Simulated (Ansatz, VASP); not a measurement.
**One calculation of Ag, two programs**

File INCAR:

```
SYSTEM = Ag
ALGO     = Normal         ! electronic algorithm
EDIFF    = 1E-6           ! SCF threshold, eV
ENCUT    = 520            ! plane-wave cutoff, eV
ISIF     = 2              ! what is computed and relaxed
ISMEAR   = -1             ! smearing method
LASPH    = .True.         ! aspherical terms in the spheres
LCHARG   = .False.        ! write CHGCAR
LREAL    = .False.        ! projectors in reciprocal space
LWAVE    = .False.        ! write WAVECAR
NBANDS   = 18             ! bands
NELM     = 100            ! most SCF steps
PREC     = Accurate       ! precision mode
SIGMA    = 0.05           ! smearing width, eV
```

Contents of KPOINTS:

```
k-points
0
Gamma
  10 10 6
  0 0 0
```

Contents of POSCAR:

```
Ag
1.0
    2.9494045390      0.0000000000      0.0000000000
   -1.4747022695      2.5542592568      0.0000000000
    0.0000000000      0.0000000000      4.8217227788
Ag
2
Direct
    0.6666666667      0.3333333333      0.7500000000
    0.3333333333      0.6666666667      0.2500000000
```

File input.yaml:

```yaml
crystal:
  lattice:
    - [2.949404539, 0.0, 0.0]
    - [-1.4747022695, 2.5542592568, 0.0]
    - [0.0, 0.0, 4.8217227788]
  atoms:
    - { symbol: Ag, position: [0.6666666667, 0.3333333333, 0.75] }
    - { symbol: Ag, position: [0.3333333333, 0.6666666667, 0.25] }
kpoints:
  mp_grid: { grid: [10, 10, 6] }
scf:
  occupations: { method: fermi_dirac, width: 0.05 }
hamiltonian:
  xc: lda
  pseudopotentials: { kind: all_electron, lapw: { basis_error: 0.001 } }
output:
  forces: true
  stress: true
  eigenvalues: true
```

Change from the starting cell: volume scaled by 1.02.

Alike in both runs: task single point; functional LDA; k mesh 10 × 10 × 6; occupations fermi-dirac, width 0.05 eV; no spin polarisation.

```csv
,VASP,Ansatz
version,VASP 6.6.1,Ansatz 0.2.0
potentials or method,"VASP PAW LDA potentials, release 64 (Ag), cutoff 520 eV","all-electron LAPW, scalar-relativistic"
```

|  | VASP | Ansatz | Ansatz less VASP |
| --- | --- | --- | --- |
| gap on the k mesh at the Fermi level (eV) | none | none | - |
| pressure (GPa) | -11.7 | -11.8 | -0.16 |
| traceless stress, the component that is largest in VASP (GPa) | -0.40 | -0.40 | +0.006 |

LDA's correlation is that of Perdew and Zunger in VASP and of Perdew and Wang (1992) in Ansatz. A gap of «none» marks a metal or a gap that the smearing closes. Ansatz ran all-electron here, and VASP with PAW potentials.
